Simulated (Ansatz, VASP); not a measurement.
# GaP in VASP and in Ansatz

```
CELL_PARAMETERS angstrom
0.00000 2.75176 2.75176
2.75176 0.00000 2.75176
2.75176 2.75176 0.00000
ATOMIC_POSITIONS crystal
Ga 0.00000 0.00000 0.00000
P 0.75000 0.75000 0.75000
```

Change from the starting cell: species swapped into the ZnTe type (F-43m, No. 216).

Alike in both runs: functional PBE; k mesh 6 × 6 × 6; occupations gaussian, width 0.2 eV; no spin polarisation.

Ansatz relaxed the structure, and its values are those at the end. VASP's run is a single point on that final structure, the one shown.

|  | VASP | Ansatz |
| --- | --- | --- |
| version | VASP 6.6.1 | Ansatz 0.2.0 |
| potentials or method | VASP PAW PBE potentials, release 64 (Ga_d, P), cutoff 500 eV | scalar-relativistic, plane waves, PAW |
| valence electrons in the cell | 18 | 18 |

Ansatz gave:

* gap on the k mesh at the Fermi level (eV): 1.58
* least direct gap on the mesh (eV): 1.59
* pressure (GPa): 0.1

**Question.** Which values does VASP return?

**Answer.** gap on the k mesh at the Fermi level (eV): 1.58; least direct gap on the mesh (eV): 1.59; pressure (GPa): 0.0.
